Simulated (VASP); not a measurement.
The system is NaLaMnMoO6.

```
CELL_PARAMETERS angstrom
5.60000 0.00000 0.00000
0.00000 5.65000 0.00000
-0.01414 0.00000 8.09999
ATOMIC_POSITIONS crystal
Na 0.49000 0.46000 0.75000
Na 0.51000 0.54000 0.25000
La 0.01000 0.96000 0.75000
La 0.99000 0.04000 0.25000
Mn 0.50000 0.00000 0.00000
Mn 0.00000 0.50000 0.50000
Mo 0.00000 0.50000 0.00000
Mo 0.50000 0.00000 0.50000
O 0.92000 0.52000 0.76300
O 0.08000 0.48000 0.23700
O 0.28500 0.69500 0.95500
O 0.71500 0.30500 0.04500
O 0.19500 0.21500 0.95000
O 0.80500 0.78500 0.05000
O 0.42000 0.98000 0.26300
O 0.58000 0.02000 0.73700
O 0.21500 0.19500 0.54500
O 0.78500 0.80500 0.45500
O 0.30500 0.71500 0.55000
O 0.69500 0.28500 0.45000
```

```yaml
Program: VASP 6.6.1
Task: relaxation of cell and atoms
Functional: PBE
Potentials_or_basis: VASP PAW PBE potentials, release 64 (Na_pv, La, Mn_pv, Mo_sv, O)
Cutoff: 600 eV
k_mesh: 2 × 2 × 2
Occupations: gaussian, width 0.15 eV
Spin: collinear spin, ferromagnetic start
Starting_moments: "[0.0, 0.0, 0.0, 0.0, 4.0, 4.0, 1.0, 1.0, 0.0, 0.0, 0.0, 0.0, 0.0, 0.0, 0.0, 0.0, 0.0, 0.0, 0.0, 0.0] μB"
```

At the start: pressure -9.2 GPa; volume 12.81 Å³/atom.

Q: Where does the relaxation end?

A: Over 15 steps the energy falls by 117.6 meV/atom and the volume is 12.16 Å³/atom (-5.1 %); space group P-1 (No. 2, to 0.1 Å) before and after; moment 7.85 μB per cell.

Step by step:
| step | energy change (eV) | largest force (eV/Å) | pressure (GPa) | volume (Å³) |
| --- | --- | --- | --- | --- |
| 1 | 0.0000 | 1.1159 | -9.25 | 256.28 |
| 2 | -0.9766 | 1.8531 | 11.98 | 229.82 |
| 3 | -1.7436 | 1.3406 | 6.69 | 235.63 |
| 4 | -1.8488 | 1.0482 | 2.05 | 241.53 |
| 5 | -2.0970 | 0.5513 | 0.78 | 241.15 |
| 6 | -2.1392 | 0.5349 | 0.22 | 240.93 |
| 7 | -2.2274 | 0.3424 | 0.44 | 241.42 |
| 8 | -2.2909 | 0.2331 | 0.92 | 242.29 |
| 9 | -2.3064 | 0.2218 | -1.68 | 245.86 |
| 10 | -2.3100 | 0.1987 | -0.91 | 244.77 |
| 11 | -2.3303 | 0.1822 | -0.21 | 244.11 |
| 12 | -2.3312 | 0.2406 | -0.03 | 243.94 |
| 13 | -2.3432 | 0.0941 | 0.01 | 243.49 |
| 14 | -2.3450 | 0.1127 | 0.04 | 243.23 |
| 15 | -2.3511 | 0.0758 | 0.05 | 243.16 |

Final structure:
```xyz
20
Lattice="5.4387 -0.0323 -0.0002 -0.0327 5.4847 0.0023 -0.0134 0.0039 8.1519" Properties=species:S:1:pos:R:3 pbc="T T T"
Na    2.6361    2.5735    6.1258
Na    2.7564    2.8828    2.0282
La    0.0047    5.3138    6.1092
La    5.3878    0.1425    2.0448
Mn    2.7193   -0.0162   -0.0001
Mn   -0.0231    2.7443    4.0771
Mo   -0.0164    2.7423    0.0012
Mo    2.7126   -0.0142    4.0759
O     5.0106    2.7433    6.2587
O     0.3818    2.7130    1.8953
O     1.4551    3.9603    7.7891
O     3.9374    1.4960    0.3649
O     1.0995    1.1434    7.9135
O     4.2930    4.3129    0.2405
O     2.3096    5.3228    2.1782
O     3.0829    0.1335    5.9759
O     1.1265    1.1327    4.2825
O     4.2660    4.3236    3.8715
O     1.4855    3.9720    4.4666
O     3.9070    1.4843    3.6874
```

Caveat: the k points lie up to 0.58 Å⁻¹ apart in the final cell; only a ferromagnetic start was run, and an antiferromagnetic order may lie lower in energy; the relaxation stopped at a loose force limit of 0.08 eV/Å, so its end isn't a converged minimum.
